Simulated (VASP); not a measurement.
Set up this calculation in VASP 6.6.1, as the native input.

* Task: single point
* Functional: LDA
* Potentials or basis: VASP PAW LDA potentials, release 64 (C)
* Cutoff: 520 eV
* k mesh: 12 × 12 × 12
* Occupations: gaussian, width 0.05 eV
* Spin: no spin polarisation
* Dipole correction: no
* Further INCAR settings: ALGO = Normal; EDIFF = 1e-06; NBANDS = 11

The structure of C lies in POSCAR:

```
C
1.0
    1.3228512806      0.7637485429      2.8843665041
   -1.3228512806      0.7637485429      2.8843665041
    0.0000000000     -1.5274970859      2.8843665041
C
2
Direct
    0.1640000000      0.1640000000      0.1640000000
    0.8360000000      0.8360000000      0.8360000000
```

This cell differs from its parent crystal: ratio of the length along z to the lengths across it x 0.8, volume and fractional coordinates fixed.

These files were run (other wordings do the same):

INCAR

```
SYSTEM = C
ALGO     = Normal         ! electronic algorithm
EDIFF    = 1E-6           ! SCF threshold, eV
ENCUT    = 520            ! plane-wave cutoff, eV
GGA      = CA             ! functional
ISIF     = 2              ! what is computed and relaxed
ISMEAR   = 0              ! smearing method
LASPH    = .TRUE.         ! aspherical terms in the spheres
LCHARG   = .TRUE.         ! write CHGCAR
LELF     = .TRUE.         ! ELF
LREAL    = .FALSE.        ! projectors in reciprocal space
LVHAR    = .TRUE.       
LWAVE    = .FALSE.        ! write WAVECAR
NBANDS   = 11             ! bands
NELM     = 80             ! most SCF steps
PREC     = Accurate       ! precision mode
SIGMA    = 0.05           ! smearing width, eV
```

KPOINTS

```
k-points
0
G
  12 12 12
  0 0 0
```

Potentials or basis: VASP PAW LDA potentials, release 64 (C).

The run is started by

```sh
$ cat potpaw_LDA.64/C/POTCAR > POTCAR
$ mpirun -np 1 vasp_std > vasp.out
```

It gave:

```json
{
 "Pressure": "-52.3 GPa",
 "Largest force": "0.525 eV/Å",
 "Band gap on the k mesh": "0.51 eV, direct"
}
```

Wall time 19 s on 1 thread of AMD EPYC 9R45 96-Core Processor (Zen 5) (shared host), peak memory 0.11 GiB.
